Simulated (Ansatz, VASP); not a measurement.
# Two plane-wave programs on SiC

```xyz
2
Lattice="0.0000 2.1899 2.1899 2.1899 0.0000 2.1899 2.1899 2.1899 0.0000" Properties=species:S:1:pos:R:3 pbc="T T T"
Si    0.0000    0.0000    0.0000
C     1.0949    1.0949    1.0949
```

Alike in both runs: task single point; functional PBE; k mesh 8 × 8 × 8; no spin polarisation.

|  | VASP | Ansatz |
| --- | --- | --- |
| version | VASP 6.6.1 | Ansatz 0.2.0 |
| potentials or method | VASP PAW PBE potentials, release 64 (Si, C) | plane waves, PAW |
| plane-wave cutoff (eV) | 600 | 420 |
| occupations | gaussian, width 0.01 eV | fixed |
| valence electrons in the cell | 8 | 8 |

Ansatz gave:

* gap on the k mesh at the Fermi level (eV): 1.37
* pressure (GPa): 0.0

Problem. Estimate VASP's values.

Solution. gap on the k mesh at the Fermi level (eV): 1.37; pressure (GPa): -0.2.
